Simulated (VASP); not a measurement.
# AlNi3 (Fm-3m) in VASP: single point with LDA

Aim: the single point of AlNi3 with LDA.

Program: VASP 6.6.1. These are calculated values, not measurements. Logs are shortened: lines on timing, memory, paths and dates and some standing lists are left out, and cuts for length are marked.

**1. The cell of the first run**

The structure is cubic, space group Fm-3m (No. 225). Conventional cell: a = 5.604 Å, b = 5.604 Å, c = 5.604 Å, α = 90.00°, β = 90.00°, γ = 90.00°. Al (site symmetry m-3m) has 14 Ni at 2.43 to 2.80 Å within 3.2 Å. Ni (site symmetry -43m) has 4 Al at 2.43 Å and 10 Ni at 2.43 to 2.80 Å within 3.2 Å. Within 3.2 Å of Ni (site symmetry m-3m) lie 8 Ni at 2.43 Å and 6 Al at 2.80 Å.

**2. Single point, LDA, collinear spin, ferromagnetic start**

Contents of INCAR:

```
SYSTEM = AlNi3
PREC = Accurate
ENCUT = 600
EDIFF = 1E-6
ISMEAR = -1
SIGMA = 0.05
LREAL = .FALSE.
LASPH = .TRUE.
NELM = 200
ALGO = Normal
ISIF = 2
LWAVE = .FALSE.
LCHARG = .FALSE.
ISPIN = 2
MAGMOM = 0 1.5 1.5 1.5
LORBIT = 11
LMAXMIX = 4
GGA = CA
NBANDS = 28
GGA_COMPAT = .FALSE.
```

Contents of KPOINTS:

```
Automatic mesh
0
G
  8 8 8
  0 0 0
```

Contents of POSCAR:

```
AlNi3
1.0
    0.0000000000      2.8018887551      2.8018887551
    2.8018887551      0.0000000000      2.8018887551
    2.8018887551      2.8018887551      0.0000000000
Al Ni
1 3
Direct
    0.5000000000      0.5000000000      0.5000000000
    0.2500000000      0.2500000000      0.2500000000
    0.0000000000      0.0000000000      0.0000000000
    0.7500000000      0.7500000000      0.7500000000
```

Potentials or basis: VASP PAW LDA potentials, release 64 (Al, Ni).

The run is started by

```bash
$ cat potpaw_LDA.64/Al/POTCAR potpaw_LDA.64/Ni/POTCAR > POTCAR
$ mpirun -np 1 vasp_std > vasp.out
```

OUTCAR:

```text
SYSTEM = AlNi3
   PREC = Accurate
   ENCUT = 600
   EDIFF = 1E-6
   ISMEAR = -1
   LREAL = .FALSE.
   LASPH = .TRUE.
   NELM = 200
   ISIF = 2
   ISPIN = 2
   LORBIT = 11
   GGA = CA

 ion  position               nearest neighbor table
   1  0.500  0.500  0.500-   2 2.43   4 2.43   2 2.43   2 2.43   4 2.43   2 2.43   4 2.43   4 2.43
                             3 2.80   3 2.80   3 2.80   3 2.80   3 2.80   3 2.80
   2  0.250  0.250  0.250-   3 2.43   1 2.43   3 2.43   1 2.43   3 2.43   3 2.43   1 2.43   1 2.43
                             4 2.80   4 2.80   4 2.80   4 2.80   4 2.80   4 2.80
   3  0.000  0.000  0.000-   4 2.43   2 2.43   4 2.43   2 2.43   4 2.43   4 2.43   2 2.43   2 2.43
                             1 2.80   1 2.80   1 2.80   1 2.80   1 2.80   1 2.80
   4  0.750  0.750  0.750-   1 2.43   3 2.43   1 2.43   1 2.43   3 2.43   1 2.43   3 2.43   3 2.43
                             2 2.80   2 2.80   2 2.80   2 2.80   2 2.80   2 2.80

  LATTYP: Found a face centered cubic cell.
 ALAT       =     5.6037775102

  Lattice vectors:

 A1 = (   0.0000000000,   2.8018887551,   2.8018887551)
 A2 = (   2.8018887551,   0.0000000000,   2.8018887551)
 A3 = (   2.8018887551,   2.8018887551,   0.0000000000)

Analysis of symmetry for initial positions (statically):
=====================================================================
 Subroutine PRICEL returns:
 Original cell was already a primitive cell.

 Routine SETGRP: Setting up the symmetry group for a
 face centered cubic supercell.

 Subroutine GETGRP returns: Found 48 space group operations
 (whereof 48 operations were pure point group operations)
 out of a pool of 48 trial point group operations.

The static configuration has the point symmetry O_h .

Analysis of symmetry for dynamics (positions and initial velocities):
=====================================================================
 Subroutine PRICEL returns:
 Original cell was already a primitive cell.

 Routine SETGRP: Setting up the symmetry group for a
 face centered cubic supercell.

 Subroutine GETGRP returns: Found 48 space group operations
 (whereof 48 operations were pure point group operations)
 out of a pool of 48 trial point group operations.

The dynamic configuration has the point symmetry O_h .

Analysis of structural, dynamic, and magnetic symmetry:
=====================================================================
 Subroutine PRICEL returns:
 Original cell was already a primitive cell.

 Routine SETGRP: Setting up the symmetry group for a
 face centered cubic supercell.

 Subroutine GETGRP returns: Found 48 space group operations
 (whereof 48 operations were pure point group operations)
 out of a pool of 48 trial point group operations.

The overall configuration has the point symmetry O_h .

 Subroutine INISYM returns: Found 48 space group operations
 (whereof 48 operations are pure point group operations),
 and found     1 'primitive' translations

----------------------------------------------------------------------------------------

                                     Primitive cell

  volume of cell :      43.9929

  direct lattice vectors                    reciprocal lattice vectors
     0.000000000  2.801888755  2.801888755    -0.178451053  0.178451053  0.178451053
     2.801888755  0.000000000  2.801888755     0.178451053 -0.178451053  0.178451053
     2.801888755  2.801888755  0.000000000     0.178451053  0.178451053 -0.178451053

  length of vectors
     3.962469078  3.962469078  3.962469078     0.309086291  0.309086291  0.309086291

  position of ions in fractional coordinates (direct lattice)
     0.500000000  0.500000000  0.500000000
     0.250000000  0.250000000  0.250000000
     0.000000000  0.000000000  0.000000000
     0.750000000  0.750000000  0.750000000

  ion indices of the primitive-cell ions
   primitive index   ion index
                 1           1
                 2           2
                 3           3
                 4           4

----------------------------------------------------------------------------------------

 KPOINTS: Automatic mesh

Automatic generation of k-mesh.
 Grid dimensions read from file:
 generate k-points for:    8    8    8

 Generating k-lattice:

  Cartesian coordinates                     Fractional coordinates (reciprocal lattice)
    -0.022306382  0.022306382  0.022306382     0.125000000  0.000000000  0.000000000
     0.022306382 -0.022306382  0.022306382     0.000000000  0.125000000  0.000000000
     0.022306382  0.022306382 -0.022306382     0.000000000  0.000000000  0.125000000

  Length of vectors
     0.038635786  0.038635786  0.038635786

  Shift w.r.t. Gamma in fractional coordinates (k-lattice)
     0.000000000  0.000000000  0.000000000

 Subroutine IBZKPT returns following result:
 ===========================================

 Found     29 irreducible k-points:

 Following reciprocal coordinates:
            Coordinates               Weight
  0.000000  0.000000  0.000000      1.000000
  0.125000  0.000000  0.000000      8.000000
  0.250000  0.000000  0.000000      8.000000
  0.375000  0.000000  0.000000      8.000000
  0.500000  0.000000  0.000000      4.000000
  0.125000  0.125000  0.000000      6.000000
[... 16 lines left out ...]
  0.500000  0.250000  0.125000     48.000000
 -0.375000  0.250000  0.125000     24.000000
 [... further k-points ...]
   k-points           NKPTS =     29   k-points in BZ     NKDIM =     29   number of bands    NBANDS=     28
   number of dos      NEDOS =    301   number of ions     NIONS =      4
   total plane-waves  NPLWV =  32768
   dimension x,y,z NGX =    32 NGY =   32 NGZ =   32
   dimension x,y,z NGXF=    64 NGYF=   64 NGZF=   64
   ions per type =               1   3
   NGX,Y,Z   is equivalent  to a cutoff of  13.43, 13.43, 13.43 a.u.
   NGXF,Y,Z  is equivalent  to a cutoff of  26.85, 26.85, 26.85 a.u.
 SYSTEM =  AlNi3
   PREC   = accura    normal or accurate (medium, high low for compatibility)
   ISTART =      0    job   : 0-new  1-cont  2-samecut
   ICHARG =      2    charge: 1-file 2-atom 10-const
   ISPIN  =      2    spin polarized calculation?
   LNONCOLLINEAR =      F non collinear calculations
   LSORBIT =      F    spin-orbit coupling
   LASPH  =      T    aspherical Exc in radial PAW
   ENCUT  =  600.0 eV  44.10 Ry    6.64 a.u.   7.91  7.91  7.91*2*pi/ulx,y,z
   NELM   =    200;   NELMIN=  2; NELMDL= -5     # of ELM steps
   EDIFF  = 0.1E-05   stopping-criterion for ELM
   LREAL  =      F    real-space projection
   EDIFFG = 0.1E-04   stopping-criterion for IOM
   NSW    =      0    number of steps for IOM
   IBRION =     -1    ionic relax: 0-MD 1-quasi-New 2-CG
   NFREE  =      0    steps in history (QN), initial steepest desc. (CG)
   ISIF   =      2    stress and relaxation
   ISYM   =      2    0-nonsym 1-usesym 2-fastsym
   POTIM  = 0.5000    time-step for ionic-motion
   TEBEG  =    0.0;   TEEND  =   0.0 temperature during run
   PSTRESS=    0.0 pullay stress
   NELECT =      33.0000    total number of electrons
   NUPDOWN=      -1.0000    fix difference up-down
   EMIN   =  10.00;   EMAX   =-10.00  energy-range for DOS
   EFERMI =   0.00;   METHOD = LEGACY
   ISMEAR =    -1;   SIGMA  =   0.05  broadening in eV -4-tet -1-fermi 0-gaus
   EFERMI_NEDOS =   21; number of points for ismear=-14 and -15
   IALGO  =     38    algorithm
   IMIX   =      4    mixing-type and parameters
     AMIX     =   0.40;   BMIX     =  1.00
     AMIX_MAG =   1.60;   BMIX_MAG =  1.00
  volume/ion in A,a.u.               =      11.00        74.22
  Fermi-wavevector in a.u.,A,eV,Ry     =   1.487483  2.810935 30.104316  2.212605
  Thomas-Fermi vector in A             =   2.600638
   LORBIT       =     11    0 simple, 1 ext, 2 COOP (PROOUT), +10 PAW based schemes
   GGA     = CA    functional components
   LHFCALC =     F    Hartree Fock is set to
   AEXX    =    0.0000 exact exchange contribution
   IVDW    =     0    specifies the selected vdW correction
   LEPSILON=     F    determine dielectric tensor
   LRPA    =     F    only Hartree local field effects (RPA)
 spin polarized calculation
  energy-cutoff  :      600.00
  volume of cell :       43.99
 maximum number of plane-waves:      1480
   NGX = 15   NGY = 15   NGZ = 15

 number of electron      33.0000021 magnetization      -0.0429027

 number of electron      33.0000021 magnetization       0.0002416

 Free energy of the ion-electron system (eV)
  ---------------------------------------------------
  ext. energy  EPLUGINS =         0.00000000
  ---------------------------------------------------
  free energy    TOTEN  =       -25.59563068 eV

  energy without entropy =      -25.57683800  energy(sigma->0) =      -25.58623434

 E-fermi :   9.6561     XC(G=0): -13.1184

 val. band max:        9.6560109554   @ k =  -0.2500   0.5000   0.2500
 cond. band min:       9.6750044566   @ k =  -0.3750   0.1250   0.0000
 fundamental gap:      0.0189935012
 Fermi energy:         9.6560780309

 spin component 1

 k-point     1 :       0.0000    0.0000    0.0000
  band No.  band energies     occupation
      1      -0.4808      1.00000
      2       6.0644      1.00000
      3       6.0644      1.00000
      4       6.1892      1.00000
      5       6.1892      1.00000
      6       6.1892      1.00000
[... 20 lines left out ...]
     27      18.9715      0.00000
[... 691 lines left out ...]
      6       7.0130      1.00000
[... 20 lines left out ...]
     27      24.7694      0.00000
     28      27.5251      0.00000

 [... further k-points ...]

 spin component 2

 k-point     1 :       0.0000    0.0000    0.0000
  band No.  band energies     occupation
      1      -0.4808      1.00000
      2       6.0645      1.00000
      3       6.0645      1.00000
      4       6.1892      1.00000
      5       6.1892      1.00000
      6       6.1892      1.00000
[... 20 lines left out ...]
     27      18.9715      0.00000
[... 691 lines left out ...]
      6       7.0131      1.00000
[... 20 lines left out ...]
     27      24.7694      0.00000
     28      27.5250      0.00000

 [... further k-points ...]
[... 5 lines left out ...]
  --------------------------------------------------------------------------------------
  -------------------------------------------------------------------------------------
  Total       -1.9820204     -1.9820204     -1.9820204     -0.0000000     -0.0000000      0.0000000
  in kB      -72.1831857    -72.1831857    -72.1831857     -0.0000000     -0.0000000      0.0000000
  external PRESSURE =     -72.1831857 kB  Pullay stress =       0.0000000 kB

 VOLUME and BASIS-vectors are now :
 -----------------------------------------------------------------------------
  energy-cutoff  :      600.00
  volume of cell :       43.99
      direct lattice vectors                 reciprocal lattice vectors
     0.000000000  2.801888755  2.801888755    -0.178451053  0.178451053  0.178451053
     2.801888755  0.000000000  2.801888755     0.178451053 -0.178451053  0.178451053
     2.801888755  2.801888755  0.000000000     0.178451053  0.178451053 -0.178451053

 POSITION                                       TOTAL-FORCE (eV/Angst)
 -----------------------------------------------------------------------------------
      2.80189      2.80189      2.80189         0.000000     -0.000000     -0.000000
      1.40094      1.40094      1.40094         0.000000      0.000000      0.000000
      0.00000      0.00000      0.00000         0.000000     -0.000000     -0.000000
      4.20283      4.20283      4.20283        -0.000000     -0.000000     -0.000000
 -----------------------------------------------------------------------------------
    total drift:                               -0.000000     -0.000000      0.000000

  FREE ENERGIE OF THE ION-ELECTRON SYSTEM (eV)
  ---------------------------------------------------
  free  energy   TOTEN  =       -25.5956306773 eV

  energy  without entropy=      -25.5768380042  energy(sigma->0) =      -25.58623434

 total charge

# of ion       s       p       d       tot
------------------------------------------
    1        0.410   0.419   0.000   0.829
    2        0.488   0.527   8.461   9.476
    3        0.493   0.507   8.422   9.423
    4        0.488   0.527   8.461   9.476
--------------------------------------------------
tot          1.879   1.979  25.345  29.202

 magnetization (x)

# of ion       s       p       d       tot
------------------------------------------
    1       -0.000  -0.000   0.000  -0.000
    2       -0.000  -0.000   0.000   0.000
    3        0.000   0.000   0.000   0.000
    4       -0.000  -0.000   0.000   0.000
--------------------------------------------------
tot          0.000  -0.000   0.000   0.000
```

Wall time 67 s (1 thread of Intel Xeon 6975P-C, shared host); peak memory 0.2 GiB.

Results:

```yaml
Free_energy: -25.5956 eV
Pressure: -7.2 GPa
Net_moment: 0.00 μB per cell
Valence_electrons_inside_the_program's_atomic_spheres: Al 0.83; Ni 9.48, 9.42
```

Caveat: the starting moments collapsed, and a magnetic state may lie lower.
